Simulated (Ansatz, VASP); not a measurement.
**One calculation of BAs, two programs**

File INCAR:

```
ALGO = Normal
EDIFF = 1E-7
ENCUT = 520
GGA = PE
ISIF = 2
ISMEAR = -1
LASPH = T
LCHARG = F
LREAL = F
LWAVE = F
NBANDS = 11
NELM = 100
PREC = Accurate
SIGMA = 0.08
```

The input KPOINTS:

```
k-points
0
Gamma
  15 15 15
```

Contents of POSCAR:

```
BAs
1.0
    0.0000000000      2.4518207722      2.4518207722
    2.4518207722      0.0000000000      2.4518207722
    2.4518207722      2.4518207722      0.0000000000
B As
1 1
Direct
    0.0000000000      0.0000000000      0.0000000000
    0.2500000000      0.2500000000      0.2500000000
```

Input for Ansatz:

```yaml
crystal:
  lattice:
    - [0.0, 2.4518207722, 2.4518207722]
    - [2.4518207722, 0.0, 2.4518207722]
    - [2.4518207722, 2.4518207722, 0.0]
  atoms:
    - { symbol: B, position: [0.0, 0.0, 0.0] }
    - { symbol: As, position: [0.25, 0.25, 0.25] }
kpoints:
  mp_grid: { grid: [15, 15, 15] }
scf:
  occupations: { method: fermi_dirac, width: 0.08 }
hamiltonian:
  xc: pbe
  pseudopotentials: { kind: all_electron, lapw: { basis_error: 0.00025 } }
output:
  forces: true
  stress: true
  eigenvalues: true
```

Change from the starting cell: volume scaled by 1.06.

Alike in both runs: task single point; functional PBE; k mesh 15 × 15 × 15; occupations fermi-dirac, width 0.08 eV; no spin polarisation.

|  | VASP | Ansatz |
| --- | --- | --- |
| version | VASP 6.6.1 | Ansatz 0.2.0 |
| potentials or method | VASP PAW PBE potentials, release 64 (B, As), cutoff 520 eV | all-electron LAPW, scalar-relativistic |

VASP gave:

* pressure (GPa): -6.3

Problem. Estimate Ansatz's values.

Solution. Pressure (GPa): -6.8.

Ansatz ran all-electron here, and VASP with PAW potentials.
